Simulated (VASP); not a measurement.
A run of VASP 6.6.1 is set up as follows.

File POSCAR:

```
Si2Mo
1.0
   -1.6008747822      1.6008747822      3.9093339338
    1.6008747822     -1.6008747822      3.9093339338
    1.6008747822      1.6008747822     -3.9093339338
Si Mo
2 1
Direct
    0.3352877687      0.3352877687      0.0000000000
    0.6647122313      0.6647122313      0.0000000000
    0.0000000000      0.0000000000      0.0000000000
```

The input INCAR.step1:

```
SYSTEM = Si2Mo
  ALGO = Normal
  EDIFF = 1E-4
  ENCUT = 520
  GGA = PE
  ISMEAR = 0
  LASPH = .TRUE.
  LCHARG = .FALSE.
  LREAL = .FALSE.
  LWAVE = .TRUE.
  NBANDS = 18
  NELM = 100
  PREC = Accurate
  SIGMA = 0.1
```

INCAR.step2

```
SYSTEM = Si2Mo
  ALGO = Normal
  EDIFF = 1E-6
  ENCUT = 520
  ISIF = 2
  ISMEAR = 0
  ISTART = 1
  LASPH = .TRUE.
  LCHARG = .FALSE.
  LMIXTAU = .TRUE.
  LREAL = .FALSE.
  LWAVE = .FALSE.
  METAGGA = R2SCAN
  NBANDS = 18
  NELM = 100
  PREC = Accurate
  SIGMA = 0.1
```

File KPOINTS:

```
k-points
0
G
  18 18 18
  0 0 0
```

Potentials or basis: VASP PAW PBE potentials, release 64 (Si, Mo_sv).

Command:

```console
$ cat potpaw_PBE.64/Si/POTCAR potpaw_PBE.64/Mo_sv/POTCAR > POTCAR
$ cp INCAR.step1 INCAR
$ mpirun -np 1 vasp_std > vasp.out
$ cp INCAR.step2 INCAR
$ mpirun -np 1 vasp_std > vasp.out
```

(1) Estimate the pressure.

(2) Estimate the largest force.

(3) Predict the band gap on the k mesh.

## Answers

(1) 0.4 GPa.

(2) 0.008 eV/Å.

(3) zero (band 11 reaches 12.76 eV, above the bottom of band 12 at 11.74 eV).

Caveat: the PAW data sets were made with another functional, which shifts forces and pressure a little.
